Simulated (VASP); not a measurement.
Here is a VASP 6.6.1 calculation.

File INCAR:

```
  PREC = Accurate
  ENCUT = 400
  EDIFF = 1E-8
  ISMEAR = -1
  SIGMA = 0.02
  LREAL = False
  LASPH = True
  NELM = 120
  ALGO = Normal
  ISIF = 2
  LWAVE = False
  LCHARG = False
  GGA = PE
  LEFG = True
  NBANDS = 15
  GGA_COMPAT = False
```

The input KPOINTS:

```
regular mesh
0
Gamma
  6 6 6
```

Contents of POSCAR:

```
CsBr
1.0
    4.4104598805      0.0000000000      0.0000000000
    0.0000000000      4.4104598805      0.0000000000
    0.0000000000      0.0000000000      4.4104598805
Cs Br
1 1
Direct
    0.0000000000      0.0000000000      0.0000000000
    0.5000000000      0.5000000000      0.5000000000
```

Potentials or basis: VASP PAW PBE potentials, release 64 (Cs_sv, Br).

Launch:

```bash
$ cat potpaw_PBE.64/Cs_sv/POTCAR potpaw_PBE.64/Br/POTCAR > POTCAR
$ mpirun -np 1 vasp_std > vasp.out
```

Question: Estimate the pressure.

Answer: -0.2 GPa.

Question: Estimate the band gap on the k mesh.

Answer: 4.19 eV (least direct gap 4.22 eV).

Caveat: spin-orbit coupling is left out, which moves the levels of the heavy elements. A k mesh can miss the band edges.
